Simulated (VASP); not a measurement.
**BaSi3: single point with PBE**

BaSi3:

```
Ba Si
1.0
     4.45710    0.00000    0.00000
     0.00000    4.45710    0.00000
     0.00000    0.00000    4.45710
Ba Si
1 3
Direct
  0.00000 0.00000 0.00000
  0.00000 0.50000 0.50000
  0.50000 0.50000 0.00000
  0.50000 0.00000 0.50000
```

This cell differs from its parent crystal: volume scaled by 0.980.

- Program: VASP 6.6.1
- Task: single point
- Functional: PBE
- Potentials or basis: VASP PAW PBE potentials, release 64 (Ba_sv, Si)
- Cutoff: 520 eV
- k mesh: 8 × 8 × 8
- Occupations: gaussian, width 0.05 eV
- Spin: no spin polarisation

```json
{
 "Pressure": "2.0 GPa",
 "Band gap on the k mesh": "zero (band 11 reaches 7.18 eV, above the bottom of band 12 at 5.18 eV)"
}
```

Levels at points of the mesh, in eV from the Fermi level:
```tsv
k point	band 8	band 9	band 10	band 11	band 12	band 13	band 14	band 15
(0.00, 0.00, 0.00)	-1.87	-1.87	-1.87	1.69	1.69	1.69	2.83	2.83
(0.50, 0.00, 0.00)	-2.44	-2.44	-1.70	0.53	0.53	1.03	1.20	3.23
(0.50, 0.50, 0.00)	-3.61	-1.18	-1.18	-0.60	-0.18	1.31	1.31	3.68
(0.50, 0.50, 0.50)	-4.53	-1.37	-1.37	-1.37	4.41	4.99	4.99	4.99
```

Run time: 20 s on 1 thread of Intel(R) Xeon(R) 6975P-C (Granite Rapids) (shared host), peak memory 0.23 GiB.

Caveat: spin-orbit coupling is left out, which moves the levels of the heavy elements.
